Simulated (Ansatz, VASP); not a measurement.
# LiMgBN2 in VASP and in Ansatz

File INCAR:

```
SYSTEM = LiMgBN2
AGGAC = 1.0 ; AGGAX = 1.0
ALDAC = 0.0 ; ALDAX = 1.0
ALGO = Normal ; EDIFF = 1E-6
ENCUT = 520 ; GGA = B5
ISIF = 2 ; ISMEAR = -5
LASPH = .True. ; LCHARG = .False.
LREAL = .False. ; LWAVE = .False.
NBANDS = 17 ; NELM = 80
PREC = Accurate ; SIGMA = 0.1
```

The input KPOINTS:

```
k-points
0
Gamma
  2 2 2
  0 0 0
```

The input POSCAR:

```
LiMgBN2
1.0
   -1.9096560000      1.9096560000      4.4435220000
    1.9096560000     -1.9096560000      4.4435220000
    1.9096560000      1.9096560000     -4.4435220000
Li Mg B N
1 1 1 2
Direct
    0.2500000000      0.7500000000      0.5000000000
    0.7500000000      0.2500000000      0.5000000000
    0.5000000000      0.5000000000      0.0000000000
    0.6512635000      0.6512635000      0.0000000000
    0.3487365000      0.3487365000      0.0000000000
```

Input for Ansatz:

```yaml
crystal:
  lattice:
    - [-1.909656, 1.909656, 4.443522]
    - [1.909656, -1.909656, 4.443522]
    - [1.909656, 1.909656, -4.443522]
  atoms:
    - { symbol: Li, position: [0.25, 0.75, 0.5] }
    - { symbol: Mg, position: [0.75, 0.25, 0.5] }
    - { symbol: B, position: [0.5, 0.5, 0.0] }
    - { symbol: "N", position: [0.6512635, 0.6512635, 0.0] }
    - { symbol: "N", position: [0.3487365, 0.3487365, 0.0] }
basis:
  ecutwfc: 420
  ecutrho_ratio: 8
kpoints:
  mp_grid: { grid: [2, 2, 2] }
hamiltonian:
  xc: blyp
scf:
  occupations: { method: tetrahedron }
  mixing: { preconditioner: local_kerker }
  initial_density: { chi_scale: 0, normalization: atom }
  max_iter: 67
output:
  forces: true
  stress: false
  eigenvalues: true
```

Alike in both runs: task single point; functional BLYP; k mesh 2 × 2 × 2; occupations tetrahedron; no spin polarisation.

```csv
,VASP,Ansatz
version,VASP 6.6.1,Ansatz 0.2.0
potentials or method,"VASP PAW PBE potentials, release 64 (Li_sv, Mg, B, N), cutoff 520 eV","scalar-relativistic, plane waves, PAW"
valence electrons in the cell,18,26
```

```csv
,VASP,Ansatz,Ansatz less VASP
gap on the k mesh at the Fermi level (eV),2.64,2.65,+0.007
least direct gap on the mesh (eV),3.55,3.57,+0.021
rms of the force components (eV/Å),0.053,0.029,-0.0240
```

VASP's potentials were made for PBE, not for BLYP. Atom by atom the forces differ by 0.024 eV/Å (rms over components). With one functional, cell and mesh, what is left measures potentials, basis and numerics. VASP's potentials hold 18 valence electrons a cell and Ansatz's 26, so a difference there can come from the potentials and not from the codes. Ansatz's warnings: band table not solved further, tetrahedron derivatives may miss energy slope.

The k mesh is coarse, so the values compare programs but aren't converged. Noted on VASP's run: the cutoff is short for stress, so the pressure is rough.
